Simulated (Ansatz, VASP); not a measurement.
# CuO: VASP beside Ansatz

File INCAR:

```
SYSTEM = CuO
ALGO = Normal ; EDIFF = 1E-7
ENCUT = 520 ; GGA = PE
ISIF = 2 ; ISMEAR = -1
LASPH = .True. ; LCHARG = .False.
LDAU = .True. ; LDAUJ = 0 0
LDAUL = 2 -1 ; LDAUPRINT = 1
LDAUTYPE = 2 ; LDAUU = 1 0
LMAXMIX = 4 ; LREAL = .False.
LWAVE = .False. ; NBANDS = 25
NELM = 150 ; PREC = Accurate
SIGMA = 0.05
```

KPOINTS

```
k-points
0
Gamma
  10 10 6
  0 0 0
```

File POSCAR:

```
CuO
1.0
    0.0000000000     -2.1165600000     -2.1165600000
   -2.1165600000      0.0000000000     -2.1165600000
    2.1165600000      2.1165600000     -4.2331200000
Cu O
2 2
Direct
    0.5038875400      0.4769880100      0.4880064000
    0.0038875400      0.9769880100      0.9880064000
    0.7461124600      0.7730119900      0.7619936000
    0.2461124600      0.2730119900      0.2619936000
```

File input.yaml:

```yaml
crystal:
  lattice:
    - [0.0, -2.11656, -2.11656]
    - [-2.11656, 0.0, -2.11656]
    - [2.11656, 2.11656, -4.23312]
  atoms:
    - { symbol: Cu, position: [0.50388754, 0.47698801, 0.4880064] }
    - { symbol: Cu, position: [0.00388754, 0.97698801, 0.9880064] }
    - { symbol: O, position: [0.74611246, 0.77301199, 0.7619936] }
    - { symbol: O, position: [0.24611246, 0.27301199, 0.2619936] }
hamiltonian:
  xc: pbe
  pseudopotentials: { kind: paw }
  hubbard: { sites: [{ species: Cu, l: d, u_eff: 1.0 }] }
kpoints:
  mp_grid: { grid: [10, 10, 6] }
scf:
  occupations: { method: fermi_dirac, width: 0.05 }
  n_extra_bands: 10
output:
  forces: true
  stress: true
  eigenvalues: true
  dos: { projected: true, de: 0.05, nscf_kmesh: { grid: [15, 15, 9] } }
```

Alike in both runs: functional PBE; k mesh 10 × 10 × 6; occupations fermi-dirac, width 0.05 eV; no spin polarisation; Hubbard terms Cu d U = 1.0 eV.

|  | VASP | Ansatz |
| --- | --- | --- |
| version | VASP 6.6.1 | Ansatz 0.2.0 |
| potentials or method | VASP PAW PBE potentials, release 64 (Cu, O) | Ansatz PAW |
| plane-wave cutoff (eV) | 520 | 420 |
| valence electrons in the cell | 34 | 50 |
| task | single point | projected density of states |

```tsv
	VASP	Ansatz	Ansatz less VASP
gap on the k mesh at the Fermi level (eV)	none	none	-
pressure (GPa)	5.2	6.0	+0.78
traceless stress, the component that is largest in VASP (GPa)	4.97	4.92	-0.050
rms of the force components (eV/Å)	0.714	0.712	-0.0023
```

The programs project onto different local orbitals, so the same U acts differently, and such runs can settle in different states. Atom by atom the forces differ by 0.002 eV/Å (rms over components). A gap of «none» marks a metal or a gap that the smearing closes. VASP's potentials hold 34 valence electrons a cell and Ansatz's 50, so a difference there can come from the potentials and not from the codes.
